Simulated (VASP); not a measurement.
# Ca3Lu5 (P-62m) in VASP: single point with PBE

Aim: the single point of Ca3Lu5 with PBE.

Program: VASP 6.6.1. These are calculated values, not measurements. Logs are shortened: lines on timing, memory, paths and dates and some standing lists are left out, and cuts for length are marked.

### 1 The cell of the first run

The structure is hexagonal, space group P-62m (No. 189). Conventional cell: a = 9.098 Å, b = 9.098 Å, c = 3.713 Å, α = 90.00°, β = 90.00°, γ = 120.00°. Ca (site symmetry m2m) has 10 Lu at 3.35 to 3.79 Å and 2 Ca at 3.71 Å within 4.4 Å. Lu (site symmetry -6) has 6 Ca at 3.35 Å and 5 Lu at 3.53 to 3.71 Å within 4.4 Å. Within 4.6 Å of Lu (site symmetry m2m) lie 6 Lu at 3.53 to 3.80 Å and 6 Ca at 3.65 to 3.79 Å.

The cell was generated, and may not be a known phase.

### 2 Single point, PBE

The input, INCAR:

```
SYSTEM = Ca3Lu5
ALGO     = All            ! electronic algorithm
EDIFF    = 1E-6           ! SCF threshold, eV
ENCUT    = 530            ! plane-wave cutoff, eV
GGA      = PE             ! functional
GGA_COMPAT= .FALSE.      
ISEARCH  = 1            
ISIF     = 2              ! what is computed and relaxed
ISMEAR   = 0              ! smearing method
KPAR     = 4            
LASPH    = .TRUE.         ! aspherical terms in the spheres
LCHARG   = .FALSE.        ! write CHGCAR
LREAL    = .FALSE.        ! projectors in reciprocal space
LWAVE    = .FALSE.        ! write WAVECAR
NBANDS   = 88             ! bands
NELM     = 300            ! most SCF steps
PREC     = Accurate       ! precision mode
SIGMA    = 0.1            ! smearing width, eV
```

The input, KPOINTS:

```
k-points
0
G
  3 3 6
  0 0 0
```

The input, POSCAR:

```
Ca3Lu5
1.0
    9.0981537866      0.0000000000      0.0000000000
   -4.5490768933      7.8792323067      0.0000000000
    0.0000000000      0.0000000000      3.7131541156
Ca Lu
3 5
Direct
    0.0000000000      0.6041185401      0.5000000000
    0.3958814599      0.3958814599      0.5000000000
    0.6041185401      0.0000000000      0.5000000000
    0.6666666667      0.3333333333      0.0000000000
    0.3333333333      0.6666666667      0.0000000000
    0.0000000000      0.2409233877      0.0000000000
    0.2409233877      0.0000000000      0.0000000000
    0.7590766123      0.7590766123      0.0000000000
```

Potentials or basis: VASP PAW PBE potentials, release 64 (Ca_sv, Lu).

The run is started by

```sh
$ cat potpaw_PBE.64/Ca_sv/POTCAR potpaw_PBE.64/Lu/POTCAR > POTCAR
$ mpirun -np 4 vasp_std > vasp.out
```

OUTCAR:

```text
SYSTEM = Ca3Lu5
   EDIFF = 1E-6
   ENCUT = 530
   GGA = PE
   ISIF = 2
   ISMEAR = 0
   LASPH = .TRUE.
   LREAL = .FALSE.
   NELM = 300
   PREC = Accurate

 ion  position               nearest neighbor table
   1  0.000  0.604  0.500-   5 3.35   5 3.35   4 3.35   4 3.35
   2  0.396  0.396  0.500-   5 3.35   5 3.35   4 3.35   4 3.35
   3  0.604  0.000  0.500-   4 3.35   4 3.35   5 3.35   5 3.35
   4  0.667  0.333  0.000-   3 3.35   3 3.35   1 3.35   1 3.35   2 3.35   2 3.35   6 3.53   7 3.53
                             8 3.53
   5  0.333  0.667  0.000-   1 3.35   1 3.35   3 3.35   3 3.35   2 3.35   2 3.35   7 3.53   6 3.53
                             8 3.53
   6  0.000  0.241  0.000-   4 3.53   5 3.53   8 3.80   7 3.80
   7  0.241  0.000  0.000-   5 3.53   4 3.53   6 3.80   8 3.80
   8  0.759  0.759  0.000-   4 3.53   5 3.53   6 3.80   7 3.80

  LATTYP: Found a hexagonal cell.
 ALAT       =     9.0981537866
 C/A-ratio  =     0.4081217138

  Lattice vectors:

 A1 = (   9.0981537866,   0.0000000000,   0.0000000000)
 A2 = (  -4.5490768933,   7.8792323067,   0.0000000000)
 A3 = (   0.0000000000,   0.0000000000,   3.7131541156)

Analysis of symmetry for initial positions (statically):
=====================================================================
 Subroutine PRICEL returns:
 Original cell was already a primitive cell.

 Routine SETGRP: Setting up the symmetry group for a
 hexagonal supercell.

 Subroutine GETGRP returns: Found 12 space group operations
 (whereof 12 operations were pure point group operations)
 out of a pool of 24 trial point group operations.

The static configuration has the point symmetry D_3h.

Analysis of symmetry for dynamics (positions and initial velocities):
=====================================================================
 Subroutine PRICEL returns:
 Original cell was already a primitive cell.

 Routine SETGRP: Setting up the symmetry group for a
 hexagonal supercell.

 Subroutine GETGRP returns: Found 12 space group operations
 (whereof 12 operations were pure point group operations)
 out of a pool of 24 trial point group operations.

The dynamic configuration has the point symmetry D_3h.

 Subroutine INISYM returns: Found 12 space group operations
 (whereof 12 operations are pure point group operations),
 and found     1 'primitive' translations

----------------------------------------------------------------------------------------

                                     Primitive cell

  volume of cell :     266.1829

  direct lattice vectors                    reciprocal lattice vectors
     9.098153787  0.000000000  0.000000000     0.109912409  0.063457959  0.000000000
    -4.549076893  7.879232307  0.000000000     0.000000000  0.126915918  0.000000000
     0.000000000  0.000000000  3.713154116     0.000000000  0.000000000  0.269312818

  length of vectors
     9.098153787  9.098153787  3.713154116     0.126915918  0.126915918  0.269312818

  position of ions in fractional coordinates (direct lattice)
     1.000000000  0.604118540  0.500000000
     0.395881460  0.395881460  0.500000000
     0.604118540  0.000000000  0.500000000
     0.666666667  0.333333333  0.000000000
     0.333333333  0.666666667  0.000000000
     1.000000000  0.240923388  0.000000000
     0.240923388  0.000000000  0.000000000
     0.759076612  0.759076612  0.000000000

  ion indices of the primitive-cell ions
   primitive index   ion index
                 1           1
                 2           2
                 3           3
                 4           4
                 5           5
                 6           6
                 7           7
                 8           8

----------------------------------------------------------------------------------------

 KPOINTS: k-points

Automatic generation of k-mesh.
 Grid dimensions read from file:
 generate k-points for:    3    3    6

 Generating k-lattice:

  Cartesian coordinates                     Fractional coordinates (reciprocal lattice)
     0.036637470  0.021152653  0.000000000     0.333333333 -0.000000000  0.000000000
     0.000000000  0.042305306  0.000000000     0.000000000  0.333333333  0.000000000
     0.000000000  0.000000000  0.044885470     0.000000000  0.000000000  0.166666667

  Length of vectors
     0.042305306  0.042305306  0.044885470

  Shift w.r.t. Gamma in fractional coordinates (k-lattice)
     0.000000000  0.000000000  0.000000000

 Subroutine IBZKPT returns following result:
 ===========================================

 Found     12 irreducible k-points:

 Following reciprocal coordinates:
            Coordinates               Weight
  0.000000  0.000000  0.000000      1.000000
  0.333333 -0.000000  0.000000      6.000000
  0.333333  0.333333  0.000000      2.000000
  0.000000  0.000000  0.166667      2.000000
  0.333333 -0.000000  0.166667     12.000000
  0.333333  0.333333  0.166667      4.000000
  0.000000  0.000000  0.333333      2.000000
  0.333333 -0.000000  0.333333     12.000000
  0.333333  0.333333  0.333333      4.000000
  0.000000  0.000000  0.500000      1.000000
  0.333333 -0.000000  0.500000      6.000000
  0.333333  0.333333  0.500000      2.000000
   k-points           NKPTS =     12   k-points in BZ     NKDIM =     12   number of bands    NBANDS=     88
   number of dos      NEDOS =    301   number of ions     NIONS =      8
   total plane-waves  NPLWV = 137200
   dimension x,y,z NGX =    70 NGY =   70 NGZ =   28
   dimension x,y,z NGXF=   140 NGYF=  140 NGZF=   56
   ions per type =               3   5
   NGX,Y,Z   is equivalent  to a cutoff of  12.79, 12.79, 12.54 a.u.
   NGXF,Y,Z  is equivalent  to a cutoff of  25.58, 25.58, 25.07 a.u.
 SYSTEM =  Ca3Lu5
   PREC   = accura    normal or accurate (medium, high low for compatibility)
   ISTART =      0    job   : 0-new  1-cont  2-samecut
   ICHARG =      2    charge: 1-file 2-atom 10-const
   ISPIN  =      1    spin polarized calculation?
   LNONCOLLINEAR =      F non collinear calculations
   LSORBIT =      F    spin-orbit coupling
   LASPH  =      T    aspherical Exc in radial PAW
   ENCUT  =  530.0 eV  38.95 Ry    6.24 a.u.  17.08 17.08  6.97*2*pi/ulx,y,z
   NELM   =    300;   NELMIN=  2; NELMDL= -5     # of ELM steps
   EDIFF  = 0.1E-05   stopping-criterion for ELM
   LREAL  =      F    real-space projection
   EDIFFG = 0.1E-04   stopping-criterion for IOM
   NSW    =      0    number of steps for IOM
   IBRION =     -1    ionic relax: 0-MD 1-quasi-New 2-CG
   NFREE  =      0    steps in history (QN), initial steepest desc. (CG)
   ISIF   =      2    stress and relaxation
   ISYM   =      2    0-nonsym 1-usesym 2-fastsym
   POTIM  = 0.5000    time-step for ionic-motion
   TEBEG  =    0.0;   TEEND  =   0.0 temperature during run
   PSTRESS=    0.0 pullay stress
   NELECT =     155.0000    total number of electrons
   NUPDOWN=      -1.0000    fix difference up-down
   EMIN   =  10.00;   EMAX   =-10.00  energy-range for DOS
   EFERMI =   0.00;   METHOD = LEGACY
   ISMEAR =     0;   SIGMA  =   0.10  broadening in eV -4-tet -1-fermi 0-gaus
   EFERMI_NEDOS =   21; number of points for ismear=-14 and -15
   IALGO  =     58    algorithm
   IMIX   =      4    mixing-type and parameters
     AMIX     =   0.40;   BMIX     =  1.00
     AMIX_MAG =   1.60;   BMIX_MAG =  1.00
  volume/ion in A,a.u.               =      33.27       224.54
  Fermi-wavevector in a.u.,A,eV,Ry     =   1.367074  2.583395 25.427809  1.868891
  Thomas-Fermi vector in A             =   2.493159
   LORBIT       =      0    0 simple, 1 ext, 2 COOP (PROOUT), +10 PAW based schemes
   GGA     = PE    functional components
   LHFCALC =     F    Hartree Fock is set to
   AEXX    =    0.0000 exact exchange contribution
   IVDW    =     0    specifies the selected vdW correction
   LEPSILON=     F    determine dielectric tensor
   LRPA    =     F    only Hartree local field effects (RPA)
 non-spin polarized calculation
 Gauss-broadening in eV      SIGMA  =   0.10
  energy-cutoff  :      530.00
  volume of cell :      266.18
 maximum number of plane-waves:      7428
 NGX is ok and might be reduce to    70
   NGX = 35   NGY = 35   NGZ = 13

 number of electron     154.9999994 magnetization

 Free energy of the ion-electron system (eV)
  ---------------------------------------------------
  ext. energy  EPLUGINS =         0.00000000
  ---------------------------------------------------
  free energy    TOTEN  =       -26.19340696 eV

  energy without entropy =      -26.14492461  energy(sigma->0) =      -26.16916579

 E-fermi :   2.0985     XC(G=0):  -9.4656

 val. band max:        2.0979441527   @ k =   0.3333  -0.0000   0.3333
 cond. band min:       2.1552109880   @ k =   0.3333   0.3333   0.3333
 fundamental gap:      0.0572668354
 Fermi energy:         2.0984560061

 k-point     1 :       0.0000    0.0000    0.0000
  band No.  band energies     occupation
      1     -54.8661      2.00000
      2     -54.8643      2.00000
      3     -54.8643      2.00000
      4     -54.4560      2.00000
      5     -54.4560      2.00000
      6     -38.6452      2.00000
[... 80 lines left out ...]
     87       4.1908      0.00000
     88       4.2432      0.00000

 k-point     2 :       0.3333   -0.0000    0.0000
  band No.  band energies     occupation
      1     -54.8661      2.00000
      2     -54.8643      2.00000
      3     -54.8643      2.00000
      4     -54.4560      2.00000
      5     -54.4560      2.00000
      6     -38.6452      2.00000
[... 899 lines left out ...]
     87       3.4655      0.00000
     88       3.6542      0.00000

 k-point    12 :       0.3333    0.3333    0.5000
  band No.  band energies     occupation
      1     -54.8628      2.00000
      2     -54.8610      2.00000
      3     -54.8610      2.00000
      4     -54.4526      2.00000
      5     -54.4526      2.00000
      6     -38.6353      2.00000
[... 80 lines left out ...]
     87       3.3270      0.00000
     88       3.4007      0.00000

------------------------ aborting loop because EDIFF is reached ----------------------------------------

  FORCE on cell =-STRESS in cart. coord.  units (eV):
  Direction    XX          YY          ZZ          XY          YZ          ZX
  --------------------------------------------------------------------------------------
  -------------------------------------------------------------------------------------
  Total       -0.1052868     -0.1052868      0.3501436      0.0000000      0.0000000      0.0000000
  in kB       -0.6337304     -0.6337304      2.1075437      0.0000000      0.0000000      0.0000000
  external PRESSURE =       0.2800276 kB  Pullay stress =       0.0000000 kB

 VOLUME and BASIS-vectors are now :
 -----------------------------------------------------------------------------
  energy-cutoff  :      530.00
  volume of cell :      266.18
      direct lattice vectors                 reciprocal lattice vectors
     9.098153787  0.000000000  0.000000000     0.109912409  0.063457959  0.000000000
    -4.549076893  7.879232307  0.000000000     0.000000000  0.126915918  0.000000000
     0.000000000  0.000000000  3.713154116     0.000000000  0.000000000  0.269312818

 POSITION                                       TOTAL-FORCE (eV/Angst)
 -----------------------------------------------------------------------------------
     -2.74818      4.75999      1.85658        -0.008492      0.014709      0.000000
      1.80090      3.11924      1.85658        -0.008492     -0.014709     -0.000000
      5.49636      0.00000      1.85658         0.016985     -0.000000      0.000000
      4.54908      2.62641      0.00000        -0.000000     -0.000000      0.000000
     -0.00000      5.25282      0.00000         0.000000     -0.000000      0.000000
     -1.09598      1.89829      0.00000        -0.013634      0.023615      0.000000
      2.19196      0.00000      0.00000         0.027268     -0.000000      0.000000
      3.45310      5.98094      0.00000        -0.013634     -0.023615      0.000000
 -----------------------------------------------------------------------------------
    total drift:                                0.000001      0.000002     -0.000000

  FREE ENERGIE OF THE ION-ELECTRON SYSTEM (eV)
  ---------------------------------------------------
  free  energy   TOTEN  =       -26.1934069642 eV

  energy  without entropy=      -26.1449298620  energy(sigma->0) =      -26.16916841
```

Wall time 8 min (4 MPI ranks of Intel Xeon Platinum 8259CL at 2.50GHz (Skylake/Cascade Lake), shared host); peak memory 0.74 GiB.

What came out:

```yaml
Free_energy: -26.1934 eV
Pressure: 0.0 GPa
Largest_force: 0.027 eV/Å
Band_gap_on_the_k_mesh: zero (an odd number of electrons rules out a gap without spin polarisation)
```

Forces in eV/Å, atoms in the order of the input:
```
Ca  -0.008  0.015  0.000
Ca  -0.008 -0.015  0.000
Ca   0.017  0.000  0.000
Lu   0.000  0.000  0.000
Lu   0.000  0.000  0.000
Lu  -0.014  0.024  0.000
Lu   0.027  0.000  0.000
Lu  -0.014 -0.024  0.000
```

Caveat: spin-orbit coupling is left out, which moves the levels of the heavy elements.

The gap in the log of VASP goes by the Fermi energy; the results here count the filled bands.